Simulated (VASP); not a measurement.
Input of a VASP 6.6.1 run:

INCAR

```
SYSTEM = Al2Ru
  PREC = Accurate
  ENCUT = 520
  EDIFF = 1E-6
  ISMEAR = 0
  SIGMA = 0.15
  LREAL = .False.
  LASPH = .True.
  NELM = 150
  ALGO = Normal
  ISIF = 2
  LWAVE = .False.
  LCHARG = .False.
  ISPIN = 2
  MAGMOM = 0 0 1.125
  LORBIT = 11
  NUPDOWN = 1.125
  LMAXMIX = 4
  NBANDS = 21
```

Contents of KPOINTS:

```
regular mesh
0
Gamma
  20 20 20
  0 0 0
```

The input POSCAR:

```
Al2Ru
1.0
   -1.4580974961      1.4580974961      3.9291205040
    1.4580974961     -1.4580974961      3.9291205040
    1.4580974961      1.4580974961     -3.9291205040
Al Ru
2 1
Direct
    0.6590860915      0.6590860915      0.0000000000
    0.3409139085      0.3409139085      0.0000000000
    0.0000000000      0.0000000000      0.0000000000
```

Potentials or basis: VASP PAW LDA potentials, release 64 (Al, Ru_pv).

Command:

```sh
$ cat potpaw_LDA.64/Al/POTCAR potpaw_LDA.64/Ru_pv/POTCAR > POTCAR
$ mpirun -np 1 vasp_std > vasp.out
```

Predict the largest force.

0.643 eV/Å.

Estimate the pressure.

57.3 GPa.

Forces on the atoms (eV/Å):
```
Al   0.000  0.000  0.643
Al   0.000  0.000 -0.643
Ru   0.000  0.000  0.000
```

Caveat: the cell stands under pressure; the total moment is fixed, so each spin has its own Fermi level.
